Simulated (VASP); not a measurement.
# Nb3Tl (Pm-3n) in VASP: single point with PBE

Aim: the single point of Nb3Tl with PBE.

Everything below comes from runs of VASP 6.6.1. Logs are shortened: lines on timing, memory, paths and dates and some standing lists are left out, and cuts for length are marked.

### Step 1. The cell of the first run

The structure is cubic, space group Pm-3n (No. 223). Conventional cell: a = 5.297 Å, b = 5.297 Å, c = 5.297 Å, α = 90.00°, β = 90.00°, γ = 90.00°. Nb (site symmetry -4m2) has 10 Nb at 2.65 to 3.24 Å and 4 Tl at 2.96 Å within 3.5 Å. Within 3.9 Å of Tl (site symmetry m-3) lie 12 Nb at 2.96 Å.

### Step 2. Single point, PBE

Contents of INCAR:

```
SYSTEM = Nb3Tl
  ALGO = Normal
  EDIFF = 1E-6
  ENCUT = 520
  GGA = PE
  ISIF = 2
  ISMEAR = -1
  LASPH = .TRUE.
  LCHARG = .FALSE.
  LREAL = .FALSE.
  LWAVE = .FALSE.
  NBANDS = 62
  NELM = 100
  PREC = Accurate
  SIGMA = 0.05
```

Contents of KPOINTS:

```
k-points
0
G
  6 6 6
  0 0 0
```

Contents of POSCAR:

```
Nb3Tl
1.0
    5.2970000000      0.0000000000      0.0000000000
    0.0000000000      5.2970000000      0.0000000000
    0.0000000000      0.0000000000      5.2970000000
Nb Tl
6 2
Direct
    0.2500000000      0.0000000000      0.5000000000
    0.5000000000      0.7500000000      0.0000000000
    0.7500000000      0.0000000000      0.5000000000
    0.5000000000      0.2500000000      0.0000000000
    0.0000000000      0.5000000000      0.7500000000
    0.0000000000      0.5000000000      0.2500000000
    0.0000000000      0.0000000000      0.0000000000
    0.5000000000      0.5000000000      0.5000000000
```

Potentials or basis: VASP PAW PBE potentials, release 64 (Nb_sv, Tl_d).

On the command line:

```
$ cat potpaw_PBE.64/Nb_sv/POTCAR potpaw_PBE.64/Tl_d/POTCAR > POTCAR
$ mpirun -np 1 vasp_std > vasp.out
```

OUTCAR:

```text
SYSTEM = Nb3Tl
   EDIFF = 1E-6
   ENCUT = 520
   GGA = PE
   ISIF = 2
   ISMEAR = -1
   LASPH = .TRUE.
   LREAL = .FALSE.
   NELM = 100
   PREC = Accurate

 ion  position               nearest neighbor table
   1  0.250  0.000  0.500-   3 2.65   3 2.65   8 2.96   7 2.96   8 2.96   7 2.96
   2  0.500  0.750  0.000-   4 2.65   4 2.65   8 2.96   8 2.96   7 2.96   7 2.96
   3  0.750  0.000  0.500-   1 2.65   1 2.65   8 2.96   7 2.96   8 2.96   7 2.96
   4  0.500  0.250  0.000-   2 2.65   2 2.65   8 2.96   8 2.96   7 2.96   7 2.96
   5  0.000  0.500  0.750-   6 2.65   6 2.65   8 2.96   7 2.96   7 2.96   8 2.96
   6  0.000  0.500  0.250-   5 2.65   5 2.65   8 2.96   7 2.96   7 2.96   8 2.96
   7  0.000  0.000  0.000-   1 2.96   2 2.96   3 2.96   4 2.96   5 2.96   6 2.96   1 2.96   3 2.96
                             5 2.96   6 2.96   2 2.96   4 2.96
   8  0.500  0.500  0.500-   1 2.96   2 2.96   3 2.96   4 2.96   5 2.96   6 2.96   2 2.96   4 2.96
                             1 2.96   3 2.96   5 2.96   6 2.96

  LATTYP: Found a simple cubic cell.
 ALAT       =     5.2970000000

  Lattice vectors:

 A1 = (   5.2970000000,   0.0000000000,   0.0000000000)
 A2 = (   0.0000000000,   5.2970000000,   0.0000000000)
 A3 = (   0.0000000000,   0.0000000000,   5.2970000000)

Analysis of symmetry for initial positions (statically):
=====================================================================
 Subroutine PRICEL returns:
 Original cell was already a primitive cell.

 Routine SETGRP: Setting up the symmetry group for a
 simple cubic supercell.

 Subroutine GETGRP returns: Found 48 space group operations
 (whereof 24 operations were pure point group operations)
 out of a pool of 48 trial point group operations.

The static configuration has the point symmetry T_h .
 The point group associated with its full space group is O_h .

Analysis of symmetry for dynamics (positions and initial velocities):
=====================================================================
 Subroutine PRICEL returns:
 Original cell was already a primitive cell.

 Routine SETGRP: Setting up the symmetry group for a
 simple cubic supercell.

 Subroutine GETGRP returns: Found 48 space group operations
 (whereof 24 operations were pure point group operations)
 out of a pool of 48 trial point group operations.

The dynamic configuration has the point symmetry T_h .
 The point group associated with its full space group is O_h .

 Subroutine INISYM returns: Found 48 space group operations
 (whereof 24 operations are pure point group operations),
 and found     1 'primitive' translations

----------------------------------------------------------------------------------------

                                     Primitive cell

  volume of cell :     148.6243

  direct lattice vectors                    reciprocal lattice vectors
     5.297000000  0.000000000  0.000000000     0.188786105  0.000000000  0.000000000
     0.000000000  5.297000000  0.000000000     0.000000000  0.188786105  0.000000000
     0.000000000  0.000000000  5.297000000     0.000000000  0.000000000  0.188786105

  length of vectors
     5.297000000  5.297000000  5.297000000     0.188786105  0.188786105  0.188786105

  position of ions in fractional coordinates (direct lattice)
     0.250000000  0.000000000  0.500000000
     0.500000000  0.750000000  0.000000000
     0.750000000  0.000000000  0.500000000
     0.500000000  0.250000000  0.000000000
     0.000000000  0.500000000  0.750000000
     0.000000000  0.500000000  0.250000000
     0.000000000  0.000000000  0.000000000
     0.500000000  0.500000000  0.500000000

  ion indices of the primitive-cell ions
   primitive index   ion index
                 1           1
                 2           2
                 3           3
                 4           4
                 5           5
                 6           6
                 7           7
                 8           8

----------------------------------------------------------------------------------------

 KPOINTS: k-points

Automatic generation of k-mesh.
 Grid dimensions read from file:
 generate k-points for:    6    6    6

 Generating k-lattice:

  Cartesian coordinates                     Fractional coordinates (reciprocal lattice)
     0.031464351  0.000000000  0.000000000     0.166666667  0.000000000  0.000000000
     0.000000000  0.031464351  0.000000000     0.000000000  0.166666667  0.000000000
     0.000000000  0.000000000  0.031464351     0.000000000  0.000000000  0.166666667

  Length of vectors
     0.031464351  0.031464351  0.031464351

  Shift w.r.t. Gamma in fractional coordinates (k-lattice)
     0.000000000  0.000000000  0.000000000

 Subroutine IBZKPT returns following result:
 ===========================================

 Found     20 irreducible k-points:

 Following reciprocal coordinates:
            Coordinates               Weight
  0.000000  0.000000  0.000000      1.000000
  0.166667  0.000000  0.000000      6.000000
  0.333333  0.000000  0.000000      6.000000
  0.500000  0.000000  0.000000      3.000000
  0.166667  0.166667  0.000000     12.000000
  0.333333  0.166667  0.000000     24.000000
[... 12 lines left out ...]
  0.500000  0.500000  0.333333      6.000000
  0.500000  0.500000  0.500000      1.000000
   k-points           NKPTS =     20   k-points in BZ     NKDIM =     20   number of bands    NBANDS=     62
   number of dos      NEDOS =    301   number of ions     NIONS =      8
   total plane-waves  NPLWV =  64000
   dimension x,y,z NGX =    40 NGY =   40 NGZ =   40
   dimension x,y,z NGXF=    80 NGYF=   80 NGZF=   80
   ions per type =               6   2
   NGX,Y,Z   is equivalent  to a cutoff of  12.55, 12.55, 12.55 a.u.
   NGXF,Y,Z  is equivalent  to a cutoff of  25.11, 25.11, 25.11 a.u.
 SYSTEM =  Nb3Tl
   PREC   = accura    normal or accurate (medium, high low for compatibility)
   ISTART =      0    job   : 0-new  1-cont  2-samecut
   ICHARG =      2    charge: 1-file 2-atom 10-const
   ISPIN  =      1    spin polarized calculation?
   LNONCOLLINEAR =      F non collinear calculations
   LSORBIT =      F    spin-orbit coupling
   LASPH  =      T    aspherical Exc in radial PAW
   ENCUT  =  520.0 eV  38.22 Ry    6.18 a.u.   9.85  9.85  9.85*2*pi/ulx,y,z
   NELM   =    100;   NELMIN=  2; NELMDL= -5     # of ELM steps
   EDIFF  = 0.1E-05   stopping-criterion for ELM
   LREAL  =      F    real-space projection
[... 7 lines left out ...]
   TEBEG  =    0.0;   TEEND  =   0.0 temperature during run
   PSTRESS=    0.0 pullay stress
   NELECT =     104.0000    total number of electrons
   NUPDOWN=      -1.0000    fix difference up-down
   EMIN   =  10.00;   EMAX   =-10.00  energy-range for DOS
   EFERMI =   0.00;   METHOD = LEGACY
   ISMEAR =    -1;   SIGMA  =   0.05  broadening in eV -4-tet -1-fermi 0-gaus
   EFERMI_NEDOS =   21; number of points for ismear=-14 and -15
   IALGO  =     38    algorithm
   IMIX   =      4    mixing-type and parameters
     AMIX     =   0.40;   BMIX     =  1.00
     AMIX_MAG =   1.60;   BMIX_MAG =  1.00
  volume/ion in A,a.u.               =      18.58       125.37
  Fermi-wavevector in a.u.,A,eV,Ry     =   1.453414  2.746554 28.741109  2.112412
  Thomas-Fermi vector in A             =   2.570683
   LORBIT       =      0    0 simple, 1 ext, 2 COOP (PROOUT), +10 PAW based schemes
   GGA     = PE    functional components
   LHFCALC =     F    Hartree Fock is set to
   AEXX    =    0.0000 exact exchange contribution
   IVDW    =     0    specifies the selected vdW correction
   LEPSILON=     F    determine dielectric tensor
   LRPA    =     F    only Hartree local field effects (RPA)
 non-spin polarized calculation
  energy-cutoff  :      520.00
  volume of cell :      148.62
 maximum number of plane-waves:      4032
 NGX is ok and might be reduce to    40
   NGX = 19   NGY = 19   NGZ = 19

 number of electron     104.0000022 magnetization

 Free energy of the ion-electron system (eV)
  ---------------------------------------------------
  ext. energy  EPLUGINS =         0.00000000
  ---------------------------------------------------
  free energy    TOTEN  =       -64.11142972 eV

  energy without entropy =      -64.00917392  energy(sigma->0) =      -64.06030182

 E-fermi :  11.1623     XC(G=0): -12.3932

 val. band max:       11.1620578912   @ k =   0.1667   0.0000   0.0000
 cond. band min:      11.1625602761   @ k =   0.5000   0.3333   0.0000
 fundamental gap:      0.0005023849
 Fermi energy:        11.1622817070

 k-point     1 :       0.0000    0.0000    0.0000
  band No.  band energies     occupation
      1     -43.5623      2.00000
      2     -43.4922      2.00000
      3     -43.4922      2.00000
      4     -43.2762      2.00000
      5     -43.2762      2.00000
      6     -43.2762      2.00000
[... 54 lines left out ...]
     61      14.9510      0.00000
     62      14.9680      0.00000

 k-point     2 :       0.1667    0.0000    0.0000
  band No.  band energies     occupation
      1     -43.5545      2.00000
      2     -43.4957      2.00000
      3     -43.4812      2.00000
      4     -43.2923      2.00000
      5     -43.2762      2.00000
      6     -43.2762      2.00000
[... 54 lines left out ...]
     61      14.7222      0.00000
     62      14.7888      0.00000

 k-point     3 :       0.3333    0.0000    0.0000
  band No.  band energies     occupation
      1     -43.5375      2.00000
      2     -43.5055      2.00000
      3     -43.4467      2.00000
      4     -43.3357      2.00000
      5     -43.2762      2.00000
      6     -43.2762      2.00000
[... 1094 lines left out ...]
     61      13.5511      0.00000
     62      13.7352      0.00000

 k-point    20 :       0.5000    0.5000    0.5000
  band No.  band energies     occupation
      1     -43.3976      2.00000
      2     -43.3976      2.00000
      3     -43.3976      2.00000
      4     -43.3976      2.00000
      5     -43.3976      2.00000
      6     -43.3976      2.00000
[... 54 lines left out ...]
     61      13.6006      0.00000
     62      13.6008      0.00000

------------------------ aborting loop because EDIFF is reached ----------------------------------------

  FORCE on cell =-STRESS in cart. coord.  units (eV):
  Direction    XX          YY          ZZ          XY          YZ          ZX
  --------------------------------------------------------------------------------------
  -------------------------------------------------------------------------------------
  Total        3.8746671      3.8746671      3.8746671      0.0000000      0.0000000     -0.0000000
  in kB       41.7690943     41.7690943     41.7690943      0.0000000      0.0000000     -0.0000000
  external PRESSURE =      41.7690943 kB  Pullay stress =       0.0000000 kB

 VOLUME and BASIS-vectors are now :
 -----------------------------------------------------------------------------
  energy-cutoff  :      520.00
  volume of cell :      148.62
      direct lattice vectors                 reciprocal lattice vectors
     5.297000000  0.000000000  0.000000000     0.188786105  0.000000000  0.000000000
     0.000000000  5.297000000  0.000000000     0.000000000  0.188786105  0.000000000
     0.000000000  0.000000000  5.297000000     0.000000000  0.000000000  0.188786105

 POSITION                                       TOTAL-FORCE (eV/Angst)
 -----------------------------------------------------------------------------------
      1.32425      0.00000      2.64850        -0.000000      0.000000     -0.000000
      2.64850      3.97275      0.00000        -0.000000      0.000000     -0.000000
      3.97275      0.00000      2.64850         0.000000      0.000000      0.000000
      2.64850      1.32425      0.00000         0.000000     -0.000000      0.000000
      0.00000      2.64850      3.97275        -0.000000     -0.000000     -0.000000
      0.00000      2.64850      1.32425         0.000000      0.000000      0.000000
      0.00000      0.00000      0.00000        -0.000000     -0.000000      0.000000
      2.64850      2.64850      2.64850        -0.000000     -0.000000      0.000000
 -----------------------------------------------------------------------------------
    total drift:                                0.000000     -0.000000      0.000000

  FREE ENERGIE OF THE ION-ELECTRON SYSTEM (eV)
  ---------------------------------------------------
  free  energy   TOTEN  =       -64.1114297176 eV

  energy  without entropy=      -64.0091739184  energy(sigma->0) =      -64.06030182
```

Wall time 3.8 min (1 thread of Intel Xeon Platinum 8259CL at 2.50GHz (Skylake/Cascade Lake), shared host); peak memory 0.31 GiB.

Results:

```yaml
Free_energy: -64.1114 eV
Pressure: 4.2 GPa
Band_gap_on_the_k_mesh: zero (bands 52 and 53 overlap by 0.64 eV)
```

Levels at points of the mesh, in eV from the Fermi level:
| k point | band 50 | band 51 | band 52 | band 53 | band 54 | band 55 |
| --- | --- | --- | --- | --- | --- | --- |
| (0.00, 0.00, 0.00) | -0.30 | -0.30 | -0.30 | -0.08 | -0.08 | 2.25 |
| (0.50, 0.00, 0.00) | -0.76 | -0.74 | -0.74 | -0.23 | -0.23 | 1.57 |
| (0.50, 0.50, 0.00) | 0.05 | 0.38 | 0.38 | 0.56 | 0.87 | 0.88 |
| (0.50, 0.50, 0.50) | 0.24 | 0.24 | 0.24 | 0.24 | 0.24 | 0.44 |

Caveat: the cell stands under pressure; spin-orbit coupling is left out, which moves the levels of the heavy elements.
